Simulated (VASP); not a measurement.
A run of VASP 6.6.1 is set up as follows.

INCAR

```
PREC = Accurate
ENCUT = 520
EDIFF = 1E-7
ISMEAR = 0
SIGMA = 0.1
LREAL = F
LASPH = T
NELM = 80
ALGO = Normal
ISIF = 2
LWAVE = F
LCHARG = F
GGA = CA
NBANDS = 12
```

File KPOINTS:

```
regular mesh
0
Gamma
  20 20 20
```

The input POSCAR:

```
V
1.0
   -1.4334970916      1.4334970916      1.4334970916
    1.4334970916     -1.4334970916      1.4334970916
    1.4334970916      1.4334970916     -1.4334970916
V
1
Direct
    0.0000000000      0.0000000000      0.0000000000
```

Potentials or basis: VASP PAW LDA potentials, release 64 (V_sv).

Run with:

```bash
$ cat potpaw_LDA.64/V_sv/POTCAR > POTCAR
$ mpirun -np 1 vasp_std > vasp.out
```

(1) What does it give for the pressure?

Results:

(1) 15.1 GPa.
